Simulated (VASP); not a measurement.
A run of VASP 6.6.1 is set up as follows.

The input INCAR:

```
PREC = Accurate
ENCUT = 520
EDIFF = 1E-6
ISMEAR = 0
SIGMA = 0.1
LREAL = F
LASPH = T
NELM = 150
ALGO = Normal
ISIF = 2
LWAVE = F
LCHARG = F
ISPIN = 2
MAGMOM = 1 1 1 1 0
LORBIT = 11
LMAXMIX = 4
GGA = PE
NBANDS = 47
```

The input KPOINTS:

```
Automatic mesh
0
Gamma
  6 6 6
```

POSCAR

```
Mo4W
1.0
   -3.5434045773      3.5434045773      1.5796603515
    3.5434045773     -3.5434045773      1.5796603515
    3.5434045773      3.5434045773     -1.5796603515
Mo W
4 1
Direct
    0.6001432648      0.1999631658      0.8001064306
    0.1999631658      0.3998567352      0.5998199009
    0.8000368342      0.6001432648      0.4001800991
    0.3998567352      0.8000368342      0.1998935694
    0.0000000000      0.0000000000      0.0000000000
```

Potentials or basis: VASP PAW PBE potentials, release 64 (Mo_sv, W_sv).

Launch:

```sh
$ cat potpaw_PBE.64/Mo_sv/POTCAR potpaw_PBE.64/W_sv/POTCAR > POTCAR
$ mpirun -np 1 vasp_std > vasp.out
```

Q: Estimate the pressure.

A: 0.4 GPa.

Q: Predict the largest force.

A: 0.011 eV/Å.

Q: Estimate the net moment.

A: 0.00 μB per cell.

Q: Estimate the band gap on the k mesh.

A: Zero (filled and empty bands overlap).

Stress tensor (GPa, compression positive):
```
0.51 0.00 0.00
0.00 0.51 0.00
0.00 0.00 0.25
```

Caveat: the k points lie up to 0.36 Å⁻¹ apart, too coarse for converged energies and pressures of a metal; spin-orbit coupling is left out, which moves the levels of the heavy elements.
